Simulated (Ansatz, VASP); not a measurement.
Two plane-wave programs on AlN

```
Al N
1.0
     3.11358    0.00000    0.00000
    -1.55679    2.69644    0.00000
     0.00000    0.00000    4.98313
Al N
2 2
Cartesian
  0.0000 1.7976 0.0000
  1.5568 0.8988 2.4915
  0.0000 1.7976 1.9036
  1.5568 0.8988 4.3951
```

Alike in both runs: functional PBEsol; k mesh 9 × 9 × 6; occupations gaussian, width 0.02 eV; no spin polarisation.

Ansatz relaxed the structure, and its values are those at the end. VASP's run is a single point on that final structure, the one shown.

|  | VASP | Ansatz |
| --- | --- | --- |
| version | VASP 6.6.1 | Ansatz 0.2.0 |
| potentials or method | VASP PAW PBE potentials, release 64 (Al, N), cutoff 520 eV | scalar-relativistic, plane waves, PAW |
| valence electrons in the cell | 16 | 16 |

Ansatz gave:

- gap on the k mesh at the Fermi level (eV): 4.10
- least direct gap on the mesh (eV): 4.10
- pressure (GPa): 0.0

Task: What did VASP give for the same quantities?

Result: gap on the k mesh at the Fermi level (eV): 4.11; least direct gap on the mesh (eV): 4.11; pressure (GPa): 0.0.

VASP's potentials were made for PBE, not for PBEsol, and Ansatz warns of the same on its side. With one functional, cell and mesh, what is left measures potentials, basis and numerics.
